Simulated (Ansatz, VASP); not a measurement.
# NaCl: VASP beside Ansatz

```
CELL_PARAMETERS angstrom
-0.18183 3.02893 3.02893
3.02893 -0.18183 3.02893
3.02893 3.02893 -0.18183
ATOMIC_POSITIONS crystal
Na 0.99285 0.99285 0.99285
Cl 0.25715 0.25715 0.25715
```

Change from the starting cell: epitaxial_111 strain +4.0%.

Alike in both runs: task single point; functional r2SCAN; k mesh 8 × 8 × 8; no spin polarisation.

|  | VASP | Ansatz |
| --- | --- | --- |
| version | VASP 6.6.1 | Ansatz 0.2.0 |
| potentials or method | VASP PAW PBE potentials, release 64 (Na_pv, Cl) | plane waves, PAW |
| plane-wave cutoff (eV) | 550 | 500 |
| occupations | gaussian, width 0.01 eV | fixed |
| valence electrons in the cell | 14 | 16 |

|  | VASP | Ansatz | Ansatz less VASP |
| --- | --- | --- | --- |
| gap on the k mesh at the Fermi level (eV) | 5.32 | 5.31 | -0.014 |
| pressure (GPa) | -0.7 | -0.6 | +0.09 |
| traceless stress, the component that is largest in VASP (GPa) | 0.32 | 0.30 | -0.013 |

VASP's potentials were made for PBE, not for r2SCAN. VASP's potentials hold 14 valence electrons a cell and Ansatz's 16, so a difference there can come from the potentials and not from the codes.
